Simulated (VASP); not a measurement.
The system is BaS.

```xyz
2
Lattice="3.8338 0.0000 0.0000 0.0000 3.8338 0.0000 0.0000 0.0000 3.8338" Properties=species:S:1:pos:R:3 pbc="T T T"
Ba    0.0000    0.0000    0.0000
S     1.9169    1.9169    1.9169
```

Base run:

| Quantity | Value |
| --- | --- |
| Program | VASP 6.6.1 |
| Functional | PBE-based screened hybrid |
| Potentials or basis | VASP PAW PBE potentials, release 64 (Ba_sv, S) |
| Cutoff | 520 eV |
| k mesh | 4 × 4 × 4 |
| Occupations | gaussian, width 0.01 eV |
| Spin | no spin polarisation |

Its results: band gap on the k mesh 3.31 eV, indirect (least direct gap 3.45 eV); pressure -0.3 GPa.

Problem. The run is repeated on the same cell with these changes: functional from PBE-based screened hybrid to HSE06; screening parameter from 0.2078 1/Å to 0.2079 1/Å. What comes out?

Solution. Band gap on the k mesh 2.34 eV, indirect (least direct gap 2.46 eV); pressure 0.5 GPa.

Caveats: the PAW data sets were made with another functional, which shifts forces and pressure a little; spin-orbit coupling is left out, which moves the levels of the heavy elements.

A k mesh can miss the band edges.
